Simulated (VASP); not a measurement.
# TiC (I4/mmm) in VASP: single point with PBEsol

Aim: the single point of TiC with PBEsol.

All numbers are computed with VASP 6.6.1; they aren't measurements. Logs are shortened: lines on timing, memory, paths and dates and some standing lists are left out, and cuts for length are marked.

## Step 1: The cell of the first run

Symmetry: I4/mmm, No. 139, tetragonal system. Conventional cell: a = 3.060 Å, b = 3.060 Å, c = 4.761 Å, α = 90.00°, β = 90.00°, γ = 90.00°. Within 2.9 Å of Ti (site symmetry 4/mmm) lie 6 C at 2.16 to 2.38 Å. C (site symmetry 4/mmm) has 6 Ti at 2.16 to 2.38 Å within 2.9 Å.

## Step 2: Single point, PBEsol (strain +0.1000 x Voigt [0, 0, 1, 0, 0, 0])

File INCAR:

```
ALGO = Normal
EDIFF = 1E-6
ENCUT = 520
GGA = PS
ISIF = 2
ISMEAR = 0
LASPH = True
LCHARG = False
LREAL = False
LWAVE = False
NBANDS = 15
NELM = 60
PREC = Accurate
SIGMA = 0.15
```

File KPOINTS:

```
k-points
0
Gamma
  18 18 18
```

File POSCAR:

```
TiC
1.0
    0.0000000000      2.1640000000      2.3804000000
    2.1640000000      0.0000000000      2.3804000000
    2.1640000000      2.1640000000      0.0000000000
Ti C
1 1
Direct
    0.0000000000      0.0000000000      0.0000000000
    0.5000000000      0.5000000000      0.5000000000
```

Potentials or basis: VASP PAW PBE potentials, release 64 (Ti_sv, C).

The run is started by

```sh
$ cat potpaw_PBE.64/Ti_sv/POTCAR potpaw_PBE.64/C/POTCAR > POTCAR
$ mpirun -np 1 vasp_std > vasp.out
```

OUTCAR:

```text
EDIFF = 1E-6
   ENCUT = 520
   GGA = PS
   ISIF = 2
   ISMEAR = 0
   LASPH = True
   LREAL = False
   NELM = 60
   PREC = Accurate

 ion  position               nearest neighbor table
   1  0.000  0.000  0.000-   2 2.16   2 2.16   2 2.16   2 2.16   2 2.38   2 2.38
   2  0.500  0.500  0.500-   1 2.16   1 2.16   1 2.16   1 2.16   1 2.38   1 2.38

  LATTYP: Found a body centered tetragonal cell.
 ALAT       =     3.0603581490
 C/A-ratio  =     1.5556349186

  Lattice vectors:

 A1 = (  -2.1640000000,   0.0000000000,   2.3804000000)
 A2 = (   2.1640000000,   0.0000000000,   2.3804000000)
 A3 = (   0.0000000000,   2.1640000000,  -2.3804000000)

Analysis of symmetry for initial positions (statically):
=====================================================================
 Subroutine PRICEL returns:
 Original cell was already a primitive cell.

 Routine SETGRP: Setting up the symmetry group for a
 body centered tetragonal supercell.

 Subroutine GETGRP returns: Found 16 space group operations
 (whereof 16 operations were pure point group operations)
 out of a pool of 16 trial point group operations.

The static configuration has the point symmetry D_4h.

Analysis of symmetry for dynamics (positions and initial velocities):
=====================================================================
 Subroutine PRICEL returns:
 Original cell was already a primitive cell.

 Routine SETGRP: Setting up the symmetry group for a
 body centered tetragonal supercell.

 Subroutine GETGRP returns: Found 16 space group operations
 (whereof 16 operations were pure point group operations)
 out of a pool of 16 trial point group operations.

The dynamic configuration has the point symmetry D_4h.

 Subroutine INISYM returns: Found 16 space group operations
 (whereof 16 operations are pure point group operations),
 and found     1 'primitive' translations

----------------------------------------------------------------------------------------

                                     Primitive cell

  volume of cell :      22.2943

  direct lattice vectors                    reciprocal lattice vectors
     0.000000000  2.164000000  2.380400000    -0.231053604  0.231053604  0.210048731
     2.164000000  0.000000000  2.380400000     0.231053604 -0.231053604  0.210048731
     2.164000000  2.164000000  0.000000000     0.231053604  0.231053604 -0.210048731

  length of vectors
     3.217017277  3.217017277  3.060358149     0.388448202  0.388448202  0.388448202

  position of ions in fractional coordinates (direct lattice)
     0.000000000  0.000000000  0.000000000
     0.500000000  0.500000000  0.500000000

  ion indices of the primitive-cell ions
   primitive index   ion index
                 1           1
                 2           2

----------------------------------------------------------------------------------------

 KPOINTS: k-points

Automatic generation of k-mesh.
 Grid dimensions read from file:
 generate k-points for:   18   18   18

 Generating k-lattice:

  Cartesian coordinates                     Fractional coordinates (reciprocal lattice)
    -0.012836311  0.012836311  0.011669374     0.055555556  0.000000000  0.000000000
     0.012836311 -0.012836311  0.011669374     0.000000000  0.055555556  0.000000000
     0.012836311  0.012836311 -0.011669374     0.000000000  0.000000000  0.055555556

  Length of vectors
     0.021580456  0.021580456  0.021580456

  Shift w.r.t. Gamma in fractional coordinates (k-lattice)
     0.000000000  0.000000000  0.000000000

 Subroutine IBZKPT returns following result:
 ===========================================

 Found    480 irreducible k-points:

 Following reciprocal coordinates:
            Coordinates               Weight
  0.000000  0.000000  0.000000      1.000000
  0.055556 -0.000000  0.000000      8.000000
  0.111111 -0.000000  0.000000      8.000000
  0.166667 -0.000000  0.000000      8.000000
  0.222222 -0.000000  0.000000      8.000000
  0.277778 -0.000000  0.000000      8.000000
[... 16 lines left out ...]
 -0.277778  0.055556  0.000000      8.000000
 -0.222222  0.055556  0.000000      8.000000
 [... further k-points ...]
   k-points           NKPTS =    480   k-points in BZ     NKDIM =    480   number of bands    NBANDS=     15
   number of dos      NEDOS =    301   number of ions     NIONS =      2
   total plane-waves  NPLWV =  13824
   dimension x,y,z NGX =    24 NGY =   24 NGZ =   24
   dimension x,y,z NGXF=    48 NGYF=   48 NGZF=   48
   ions per type =               1   1
   NGX,Y,Z   is equivalent  to a cutoff of  12.40, 12.40, 13.04 a.u.
   NGXF,Y,Z  is equivalent  to a cutoff of  24.80, 24.80, 26.07 a.u.
 SYSTEM =  unknown system
   PREC   = accura    normal or accurate (medium, high low for compatibility)
   ISTART =      0    job   : 0-new  1-cont  2-samecut
   ICHARG =      2    charge: 1-file 2-atom 10-const
   ISPIN  =      1    spin polarized calculation?
   LNONCOLLINEAR =      F non collinear calculations
   LSORBIT =      F    spin-orbit coupling
   LASPH  =      T    aspherical Exc in radial PAW
   ENCUT  =  520.0 eV  38.22 Ry    6.18 a.u.   5.98  5.98  5.69*2*pi/ulx,y,z
   NELM   =     60;   NELMIN=  2; NELMDL= -5     # of ELM steps
   EDIFF  = 0.1E-05   stopping-criterion for ELM
   LREAL  =      F    real-space projection
   EDIFFG = 0.1E-04   stopping-criterion for IOM
   NSW    =      0    number of steps for IOM
   IBRION =     -1    ionic relax: 0-MD 1-quasi-New 2-CG
   NFREE  =      0    steps in history (QN), initial steepest desc. (CG)
   ISIF   =      2    stress and relaxation
   ISYM   =      2    0-nonsym 1-usesym 2-fastsym
   POTIM  = 0.5000    time-step for ionic-motion
   TEBEG  =    0.0;   TEEND  =   0.0 temperature during run
   PSTRESS=    0.0 pullay stress
   NELECT =      16.0000    total number of electrons
   NUPDOWN=      -1.0000    fix difference up-down
   EMIN   =  10.00;   EMAX   =-10.00  energy-range for DOS
   EFERMI =   0.00;   METHOD = LEGACY
   ISMEAR =     0;   SIGMA  =   0.15  broadening in eV -4-tet -1-fermi 0-gaus
   EFERMI_NEDOS =   21; number of points for ismear=-14 and -15
   IALGO  =     38    algorithm
   IMIX   =      4    mixing-type and parameters
     AMIX     =   0.40;   BMIX     =  1.00
     AMIX_MAG =   1.60;   BMIX_MAG =  1.00
  volume/ion in A,a.u.               =      11.15        75.22
  Fermi-wavevector in a.u.,A,eV,Ry     =   1.465717  2.769803 29.229738  2.148325
  Thomas-Fermi vector in A             =   2.581540
   LORBIT       =      0    0 simple, 1 ext, 2 COOP (PROOUT), +10 PAW based schemes
   GGA     = PS    functional components
   LHFCALC =     F    Hartree Fock is set to
   AEXX    =    0.0000 exact exchange contribution
   IVDW    =     0    specifies the selected vdW correction
   LEPSILON=     F    determine dielectric tensor
   LRPA    =     F    only Hartree local field effects (RPA)
 non-spin polarized calculation
 Gauss-broadening in eV      SIGMA  =   0.15
  energy-cutoff  :      520.00
  volume of cell :       22.29
 maximum number of plane-waves:       630
   NGX = 11   NGY = 11   NGZ = 11

 number of electron      16.0000003 magnetization

 Free energy of the ion-electron system (eV)
  ---------------------------------------------------
  ext. energy  EPLUGINS =         0.00000000
  ---------------------------------------------------
  free energy    TOTEN  =       -19.50410368 eV

  energy without entropy =      -19.50068007  energy(sigma->0) =      -19.50239187

 E-fermi :   8.2661     XC(G=0): -12.3677

 val. band max:        8.2619070964   @ k =   0.3889   0.3333   0.0000
 cond. band min:       8.2767569696   @ k =   0.1111   0.1111   0.0000
 fundamental gap:      0.0148498731
 Fermi energy:         8.2661097186

 k-point     1 :       0.0000    0.0000    0.0000
  band No.  band energies     occupation
      1     -48.3129      2.00000
      2     -24.5997      2.00000
      3     -24.4238      2.00000
      4     -24.4238      2.00000
      5      -3.6894      2.00000
      6       8.4930      0.03244
      7       9.1173      0.00000
      8       9.1173      0.00000
      9       9.2956      0.00000
     10       9.6738      0.00000
     11       9.9188      0.00000
     12       9.9188      0.00000
     13      10.1151      0.00000
     14      17.6042      0.00000
     15      21.8961      0.00000

 k-point     2 :       0.0556   -0.0000    0.0000
  band No.  band energies     occupation
      1     -48.3114      2.00000
      2     -24.6035      2.00000
      3     -24.4334      2.00000
      4     -24.4241      2.00000
      5      -3.6259      2.00000
      6       8.3477      0.44172
      7       8.6377      0.00046
      8       9.0023      0.00000
      9       9.1019      0.00000
     10       9.3469      0.00000
     11      10.0185      0.00000
     12      10.3235      0.00000
     13      10.8898      0.00000
     14      17.7338      0.00000
     15      21.8866      0.00000

 k-point     3 :       0.1111   -0.0000    0.0000
  band No.  band energies     occupation
      1     -48.3070      2.00000
      2     -24.6155      2.00000
      3     -24.4595      2.00000
      4     -24.4249      2.00000
      5      -3.4382      2.00000
      6       7.8185      1.99998
      7       7.9393      1.99794
      8       8.3457      0.45297
      9       9.1355      0.00000
     10       9.3562      0.00000
     11      10.2495      0.00000
     12      11.1172      0.00000
     13      11.7946      0.00000
     14      18.0659      0.00000
     15      21.7992      0.00000

 k-point     4 :       0.1667   -0.0000    0.0000
  band No.  band energies     occupation
      1     -48.3004      2.00000
      2     -24.6379      2.00000
      3     -24.4952      2.00000
      4     -24.4261      2.00000
      5      -3.1350      2.00000
      6       7.0034      2.00000
      7       7.3458      2.00000
      8       7.6686      2.00000
      9       9.3402      0.00000
     10       9.5260      0.00000
     11      10.4609      0.00000
     12      11.9227      0.00000
     13      12.7098      0.00000
     14      18.4278      0.00000
     15      21.5889      0.00000
[... 307 lines left out ...]
 k-point    22 :      -0.3333    0.0556    0.0000
  band No.  band energies     occupation
      1     -48.2711      2.00000
      2     -24.7822      2.00000
      3     -24.6021      2.00000
      4     -24.4272      2.00000
      5      -1.4302      2.00000
      6       4.0294      2.00000
      7       5.8555      2.00000
      8       5.9468      2.00000
      9      10.2714      0.00000
     10      10.5477      0.00000
     11      11.5203      0.00000
     12      13.7470      0.00000
     13      15.8105      0.00000
     14      17.2755      0.00000
     15      22.0012      0.00000

 k-point    23 :      -0.2778    0.0556    0.0000
  band No.  band energies     occupation
      1     -48.2786      2.00000
      2     -24.7318      2.00000
      3     -24.5905      2.00000
      4     -24.4246      2.00000
      5      -1.9650      2.00000
      6       4.8413      2.00000
      7       6.1969      2.00000
      8       6.2547      2.00000
      9      10.0099      0.00000
     10      10.2193      0.00000
     11      11.2248      0.00000
     12      13.1701      0.00000
     13      15.2025      0.00000
     14      18.0310      0.00000
     15      21.6524      0.00000

 k-point    24 :      -0.2222    0.0556    0.0000
  band No.  band energies     occupation
      1     -48.2871      2.00000
      2     -24.6796      2.00000
      3     -24.5712      2.00000
      4     -24.4227      2.00000
      5      -2.4718      2.00000
      6       5.7077      2.00000
      7       6.6358      2.00000
      8       6.6698      2.00000
      9       9.7455      0.00000
     10       9.8847      0.00000
     11      10.9505      0.00000
     12      12.4992      0.00000
     13      14.4431      0.00000
     14      18.6191      0.00000
     15      21.2729      0.00000

 [... further k-points ...]
[... 5 lines left out ...]
  --------------------------------------------------------------------------------------
  -------------------------------------------------------------------------------------
  Total       -2.1149862     -2.1149862     -4.7779497      0.0000000      0.0000000      0.0000000
  in kB     -151.9930294   -151.9930294   -343.3663276      0.0000000      0.0000000      0.0000000
  external PRESSURE =    -215.7841288 kB  Pullay stress =       0.0000000 kB

 VOLUME and BASIS-vectors are now :
 -----------------------------------------------------------------------------
  energy-cutoff  :      520.00
  volume of cell :       22.29
      direct lattice vectors                 reciprocal lattice vectors
     0.000000000  2.164000000  2.380400000    -0.231053604  0.231053604  0.210048731
     2.164000000  0.000000000  2.380400000     0.231053604 -0.231053604  0.210048731
     2.164000000  2.164000000  0.000000000     0.231053604  0.231053604 -0.210048731

 POSITION                                       TOTAL-FORCE (eV/Angst)
 -----------------------------------------------------------------------------------
      0.00000      0.00000      0.00000         0.000000     -0.000000      0.000000
      2.16400      2.16400      2.38040        -0.000000      0.000000     -0.000000
 -----------------------------------------------------------------------------------
    total drift:                                0.000000     -0.000000     -0.000000

  FREE ENERGIE OF THE ION-ELECTRON SYSTEM (eV)
  ---------------------------------------------------
  free  energy   TOTEN  =       -19.5041036758 eV

  energy  without entropy=      -19.5006800711  energy(sigma->0) =      -19.50239187
```

Run time: 44 s. Hardware: 1 thread of Intel Xeon 6975P-C (Granite Rapids), shared host; peak memory 0.27 GiB.

Results:

```yaml
Free_energy: -19.5041 eV
Pressure: -21.6 GPa
Band_gap_on_the_k_mesh: zero (band 8 reaches 9.12 eV, above the bottom of band 9 at 7.65 eV)
```

Stress tensor (GPa, compression positive):
```
-15.20   0.00   0.00
  0.00 -15.20   0.00
  0.00   0.00 -34.34
```

Levels at points of the mesh, in eV from the Fermi level:
```csv
k point,band 5,band 6,band 7,band 8,band 9,band 10,band 11,band 12
"(0.00, 0.00, 0.00)",-11.96,0.23,0.85,0.85,1.03,1.41,1.65,1.65
"(0.50, 0.00, 0.00)",-8.81,-5.48,-2.78,-2.61,2.43,2.74,3.70,6.69
"(0.50, 0.50, 0.00)",-9.92,-3.88,-1.34,0.33,0.33,2.43,3.02,3.02
"(0.50, 0.00, 0.50)",-9.69,-3.05,-1.44,-0.34,-0.22,2.32,2.78,3.41
```

Caveat: the cell differs from its parent crystal (strain +0.1000 x Voigt [0, 0, 1, 0, 0, 0]); the PAW data sets were made with another functional, which shifts forces and pressure a little.
